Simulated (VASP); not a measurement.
# O2 in VASP: single point with PBE

Aim: the single point of O2 with PBE.

Everything below comes from runs of VASP 6.6.1. Logs are shortened: lines on timing, memory, paths and dates and some standing lists are left out, and cuts for length are marked.

## 1. The cell of the first run

The cell holds a molecule in a box, 2 atoms: a = 12.000 Å, b = 12.300 Å, c = 12.600 Å, α = 90.00°, β = 90.00°, γ = 90.00°.

## 2. Single point, PBE, collinear spin, ferromagnetic start

INCAR reads:

```
  PREC = Accurate
  ENCUT = 1000
  EDIFF = 1E-6
  ISMEAR = -1
  SIGMA = 0.01
  LREAL = F
  LASPH = T
  NELM = 200
  ALGO = Normal
  ISIF = 2
  LWAVE = F
  LCHARG = F
  ISPIN = 2
  MAGMOM = 1 1
  LORBIT = 11
  GGA = PE
  NBANDS = 17
  GGA_COMPAT = F
  NELMDL = -8
```

KPOINTS reads:

```
regular mesh
0
Gamma
  1 1 1
```

POSCAR reads:

```
O
1.0
   12.0000000000      0.0000000000      0.0000000000
    0.0000000000     12.3000000000      0.0000000000
    0.0000000000      0.0000000000     12.6000000000
O
2
Direct
    0.5000000000      0.5000000000      0.4516600531
    0.5000000000      0.5000000000      0.5483399469
```

Potentials or basis: VASP PAW PBE potentials, release 64 (O_h).

Launch:

```console
> cat potpaw_PBE.64/O_h/POTCAR > POTCAR
> mpirun -np 1 vasp_gam > vasp.out
```

OUTCAR:

```text
PREC = Accurate
   ENCUT = 1000
   EDIFF = 1E-6
   ISMEAR = -1
   LREAL = F
   LASPH = T
   NELM = 200
   ISIF = 2
   ISPIN = 2
   LORBIT = 11
   GGA = PE
   NELMDL = -8

 ion  position               nearest neighbor table
   1  0.500  0.500  0.452-   2 1.22
   2  0.500  0.500  0.548-   1 1.22

  LATTYP: Found a simple orthorhombic cell.
 ALAT       =    12.0000000000
 B/A-ratio  =     1.0250000000
 C/A-ratio  =     1.0500000000

  Lattice vectors:

 A1 = (  12.0000000000,   0.0000000000,   0.0000000000)
 A2 = (   0.0000000000,  12.3000000000,   0.0000000000)
 A3 = (   0.0000000000,   0.0000000000,  12.6000000000)

Analysis of symmetry for initial positions (statically):
=====================================================================
 Subroutine PRICEL returns:
 Original cell was already a primitive cell.

 Routine SETGRP: Setting up the symmetry group for a
 simple orthorhombic supercell.

 Subroutine GETGRP returns: Found  8 space group operations
 (whereof  8 operations were pure point group operations)
 out of a pool of  8 trial point group operations.

The static configuration has the point symmetry D_2h.

Analysis of symmetry for dynamics (positions and initial velocities):
=====================================================================
 Subroutine PRICEL returns:
 Original cell was already a primitive cell.

 Routine SETGRP: Setting up the symmetry group for a
 simple orthorhombic supercell.

 Subroutine GETGRP returns: Found  8 space group operations
 (whereof  8 operations were pure point group operations)
 out of a pool of  8 trial point group operations.

The dynamic configuration has the point symmetry D_2h.

Analysis of structural, dynamic, and magnetic symmetry:
=====================================================================
 Subroutine PRICEL returns:
 Original cell was already a primitive cell.

 Routine SETGRP: Setting up the symmetry group for a
 simple orthorhombic supercell.

 Subroutine GETGRP returns: Found  8 space group operations
 (whereof  8 operations were pure point group operations)
 out of a pool of  8 trial point group operations.

The overall configuration has the point symmetry D_2h.

 Subroutine INISYM returns: Found  8 space group operations
 (whereof  8 operations are pure point group operations),
 and found     1 'primitive' translations

----------------------------------------------------------------------------------------

                                     Primitive cell

  volume of cell :    1859.7600

  direct lattice vectors                    reciprocal lattice vectors
    12.000000000  0.000000000  0.000000000     0.083333333  0.000000000  0.000000000
     0.000000000 12.300000000  0.000000000     0.000000000  0.081300813  0.000000000
     0.000000000  0.000000000 12.600000000     0.000000000  0.000000000  0.079365079

  length of vectors
    12.000000000 12.300000000 12.600000000     0.083333333  0.081300813  0.079365079

  position of ions in fractional coordinates (direct lattice)
     0.500000000  0.500000000  0.451660053
     0.500000000  0.500000000  0.548339947

  ion indices of the primitive-cell ions
   primitive index   ion index
                 1           1
                 2           2

----------------------------------------------------------------------------------------

 KPOINTS: regular mesh

Automatic generation of k-mesh.
 Grid dimensions read from file:
 generate k-points for:    1    1    1

 Generating k-lattice:

  Cartesian coordinates                     Fractional coordinates (reciprocal lattice)
     0.083333333  0.000000000  0.000000000     1.000000000  0.000000000  0.000000000
     0.000000000  0.081300813  0.000000000     0.000000000  1.000000000  0.000000000
     0.000000000  0.000000000  0.079365079     0.000000000  0.000000000  1.000000000

  Length of vectors
     0.083333333  0.081300813  0.079365079

  Shift w.r.t. Gamma in fractional coordinates (k-lattice)
     0.000000000  0.000000000  0.000000000

 Subroutine IBZKPT returns following result:
 ===========================================

 Found      1 irreducible k-points:

 Following reciprocal coordinates:
            Coordinates               Weight
  0.000000  0.000000  0.000000      1.000000
   k-points           NKPTS =      1   k-points in BZ     NKDIM =      1   number of bands    NBANDS=     17
   number of dos      NEDOS =    301   number of ions     NIONS =      2
   total plane-waves  NPLWV = ******
   dimension x,y,z NGX =   126 NGY =  128 NGZ =  140
   dimension x,y,z NGXF=   252 NGYF=  256 NGZF=  280
   ions per type =               2
   NGX,Y,Z   is equivalent  to a cutoff of  17.46, 17.30, 18.47 a.u.
   NGXF,Y,Z  is equivalent  to a cutoff of  34.91, 34.60, 36.94 a.u.
 SYSTEM =  unknown system
   PREC   = accura    normal or accurate (medium, high low for compatibility)
   ISTART =      0    job   : 0-new  1-cont  2-samecut
   ICHARG =      2    charge: 1-file 2-atom 10-const
   ISPIN  =      2    spin polarized calculation?
   LNONCOLLINEAR =      F non collinear calculations
   LSORBIT =      F    spin-orbit coupling
   LASPH  =      T    aspherical Exc in radial PAW
   ENCUT  = 1000.0 eV  73.50 Ry    8.57 a.u.  30.94 31.71 32.49*2*pi/ulx,y,z
   NELM   =    200;   NELMIN=  2; NELMDL= -8     # of ELM steps
   EDIFF  = 0.1E-05   stopping-criterion for ELM
   LREAL  =      F    real-space projection
   EDIFFG = 0.1E-04   stopping-criterion for IOM
   NSW    =      0    number of steps for IOM
   IBRION =     -1    ionic relax: 0-MD 1-quasi-New 2-CG
   NFREE  =      0    steps in history (QN), initial steepest desc. (CG)
   ISIF   =      2    stress and relaxation
   ISYM   =      2    0-nonsym 1-usesym 2-fastsym
   POTIM  = 0.5000    time-step for ionic-motion
   TEBEG  =    0.0;   TEEND  =   0.0 temperature during run
   PSTRESS=    0.0 pullay stress
   NELECT =      12.0000    total number of electrons
   NUPDOWN=      -1.0000    fix difference up-down
   EMIN   =  10.00;   EMAX   =-10.00  energy-range for DOS
   EFERMI =   0.00;   METHOD = LEGACY
   ISMEAR =    -1;   SIGMA  =   0.01  broadening in eV -4-tet -1-fermi 0-gaus
   EFERMI_NEDOS =   21; number of points for ismear=-14 and -15
   IALGO  =     38    algorithm
   IMIX   =      4    mixing-type and parameters
     AMIX     =   0.40;   BMIX     =  1.00
     AMIX_MAG =   1.60;   BMIX_MAG =  1.00
  volume/ion in A,a.u.               =     929.88      6275.14
  Fermi-wavevector in a.u.,A,eV,Ry     =   0.304778  0.575946  1.263836  0.092889
  Thomas-Fermi vector in A             =   1.177187
   LORBIT       =     11    0 simple, 1 ext, 2 COOP (PROOUT), +10 PAW based schemes
   GGA     = PE    functional components
   LHFCALC =     F    Hartree Fock is set to
   AEXX    =    0.0000 exact exchange contribution
   IVDW    =     0    specifies the selected vdW correction
   LEPSILON=     F    determine dielectric tensor
   LRPA    =     F    only Hartree local field effects (RPA)
 spin polarized calculation
  energy-cutoff  :     1000.00
  volume of cell :     1859.76
 maximum number of plane-waves:     66766
 NGX is ok and might be reduce to   126
   NGX = 61   NGY = 63   NGZ = 65

 number of electron      11.9999996 magnetization       1.9999995

 Free energy of the ion-electron system (eV)
  ---------------------------------------------------
  ext. energy  EPLUGINS =         0.00000000
  ---------------------------------------------------
  free energy    TOTEN  =       -10.04951798 eV

  energy without entropy =      -10.04951798  energy(sigma->0) =      -10.04951798

 E-fermi :  -6.4900     XC(G=0):  -0.3151

 val. band max:       -6.8129892118   @ k =   0.0000   0.0000   0.0000
 cond. band min:      -4.4960595489   @ k =   0.0000   0.0000   0.0000
 fundamental gap:      2.3169296629
 Fermi energy:        -6.4899505756

 spin component 1

 k-point     1 :       0.0000    0.0000    0.0000
  band No.  band energies     occupation
      1     -32.6581      1.00000
      2     -20.5380      1.00000
      3     -13.4355      1.00000
      4     -13.3706      1.00000
      5     -13.3706      1.00000
      6      -6.8130      1.00000
      7      -6.8130      1.00000
      8      -0.2439      0.00000
      9       0.5676      0.00000
     10       0.6159      0.00000
     11       0.7695      0.00000
     12       0.8078      0.00000
     13       0.9668      0.00000
     14       1.0302      0.00000
     15       1.4665      0.00000
     16       1.6636      0.00000
     17       1.6865      0.00000
 Fermi energy:        -6.4899505756

 spin component 2

 k-point     1 :       0.0000    0.0000    0.0000
  band No.  band energies     occupation
      1     -31.4708      1.00000
      2     -18.7410      1.00000
      3     -12.5425      1.00000
      4     -11.5037      1.00000
      5     -11.5037      1.00000
      6      -4.4961      0.00000
      7      -4.4960      0.00000
      8      -0.1488      0.00000
      9       0.6916      0.00000
     10       0.7353      0.00000
     11       0.8521      0.00000
     12       0.8944      0.00000
     13       0.9871      0.00000
     14       1.0494      0.00000
     15       1.5812      0.00000
     16       1.7242      0.00000
     17       1.7482      0.00000

------------------------ aborting loop because EDIFF is reached ----------------------------------------

  FORCE on cell =-STRESS in cart. coord.  units (eV):
  Direction    XX          YY          ZZ          XY          YZ          ZX
  --------------------------------------------------------------------------------------
  -------------------------------------------------------------------------------------
  Total       -0.0069999     -0.0065121      0.0577360      0.0000000      0.0000000      0.0000000
  in kB       -0.0060304     -0.0056102      0.0497394      0.0000000      0.0000000      0.0000000
  external PRESSURE =       0.0126996 kB  Pullay stress =       0.0000000 kB

 VOLUME and BASIS-vectors are now :
 -----------------------------------------------------------------------------
  energy-cutoff  :     1000.00
  volume of cell :     1859.76
      direct lattice vectors                 reciprocal lattice vectors
    12.000000000  0.000000000  0.000000000     0.083333333  0.000000000  0.000000000
     0.000000000 12.300000000  0.000000000     0.000000000  0.081300813  0.000000000
     0.000000000  0.000000000 12.600000000     0.000000000  0.000000000  0.079365079

 POSITION                                       TOTAL-FORCE (eV/Angst)
 -----------------------------------------------------------------------------------
      6.00000      6.15000      5.69092         0.000000     -0.000000     -0.054797
      6.00000      6.15000      6.90908         0.000000      0.000000      0.054797
 -----------------------------------------------------------------------------------
    total drift:                                0.000000     -0.000000      0.000000

  FREE ENERGIE OF THE ION-ELECTRON SYSTEM (eV)
  ---------------------------------------------------
  free  energy   TOTEN  =       -10.0495179836 eV

  energy  without entropy=      -10.0495179836  energy(sigma->0) =      -10.04951798

 total charge

# of ion       s       p       d       tot
------------------------------------------
    1        1.089   2.218   0.000   3.307
    2        1.089   2.218   0.000   3.307
--------------------------------------------------
tot          2.179   4.436   0.000   6.615

 magnetization (x)

# of ion       s       p       d       tot
------------------------------------------
    1        0.013   0.607   0.000   0.621
    2        0.013   0.607   0.000   0.621
--------------------------------------------------
tot          0.027   1.214   0.000   1.241
```

Wall time 10 min (1 thread of Intel Xeon 6975P-C (Granite Rapids), shared host); peak memory 4.8 GiB.

What came out:

* Free energy: -10.0495 eV
* Largest force: 0.055 eV/Å
* Gap between the frontier levels: 2.32 eV
* Net moment: 2.00 μB per cell
* Site moments: O +0.62 μB
* Valence electrons inside the program's atomic spheres: O 3.31

Forces in eV/Å, atoms in the order of the input:
```
O    0.000  0.000 -0.055
O    0.000  0.000  0.055
```

Levels at points of the mesh, in eV from the valence-band top:
Spin up:
```tsv
k point	band 5	band 6	band 7	band 8	band 9	band 10
(0.00, 0.00, 0.00)	-6.56	0.00	0.00	6.57	7.38	7.43
```
Spin down:
```tsv
k point	band 1	band 2	band 3	band 4	band 5	band 6	band 7	band 8	band 9	band 10
(0.00, 0.00, 0.00)	-24.66	-11.93	-5.73	-4.69	-4.69	2.32	2.32	6.66	7.50	7.55
```
